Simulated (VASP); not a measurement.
Wanted: the native input for a VASP 6.6.1 run.

```yaml
Task: single point
Functional: r2SCAN
Potentials_or_basis: VASP PAW PBE potentials, release 64 (Au)
Cutoff: 520 eV
k_mesh: 11 × 11 × 6
Occupations: fermi-dirac, width 0.05 eV
Spin: no spin polarisation
Dipole_correction: no
Further_INCAR_settings: ALGO = Normal; EDIFF = 1e-07; NBANDS = 18
```

Au:

```
Au
1.0
     2.95688    0.00000    0.00000
    -1.47844    2.56073    0.00000
     0.00000    0.00000    4.97571
Au
2
Direct
  0.66667 0.33333 0.25000
  0.33333 0.66667 0.75000
```

One way to write it, as run:

POSCAR

```
Au
1.0
    2.9568771850      0.0000000000      0.0000000000
   -1.4784385925      2.5607307581      0.0000000000
    0.0000000000      0.0000000000      4.9757105734
Au
2
Direct
    0.6666666667      0.3333333333      0.2500000000
    0.3333333333      0.6666666667      0.7500000000
```

INCAR.step1

```
  ALGO = Normal
  EDIFF = 1E-4
  ENCUT = 520
  GGA = PE
  ISMEAR = -1
  LASPH = True
  LCHARG = False
  LREAL = False
  LWAVE = True
  NBANDS = 18
  NELM = 60
  PREC = Accurate
  SIGMA = 0.05
```

INCAR.step2

```
  ALGO = Normal
  EDIFF = 1E-7
  ENCUT = 520
  ISIF = 2
  ISMEAR = -1
  ISTART = 1
  LASPH = True
  LCHARG = True
  LELF = True
  LMIXTAU = True
  LREAL = False
  LVHAR = True
  LWAVE = False
  METAGGA = R2SCAN
  NBANDS = 18
  NELM = 60
  PREC = Accurate
  SIGMA = 0.05
```

KPOINTS

```
k-points
0
Gamma
  11 11 6
```

Potentials or basis: VASP PAW PBE potentials, release 64 (Au).

Launch:

```sh
$ cat potpaw_PBE.64/Au/POTCAR > POTCAR
$ cp INCAR.step1 INCAR
$ mpirun -np 1 vasp_std > vasp.out
$ cp INCAR.step2 INCAR
$ mpirun -np 1 vasp_std > vasp.out
```

Results of the run:

| Property | Result |
| --- | --- |
| Pressure | -8.5 GPa |
| Band gap on the k mesh | zero (band 11 reaches 11.35 eV, above the bottom of band 12 at 5.05 eV) |

Caveat: the PAW data sets were made with another functional, which shifts forces and pressure a little; spin-orbit coupling is left out, which moves the levels of the heavy elements.

Wall time 84 s on 1 thread of Intel(R) Xeon(R) Platinum 8559C (Emerald Rapids) (shared host), peak memory 0.19 GiB.
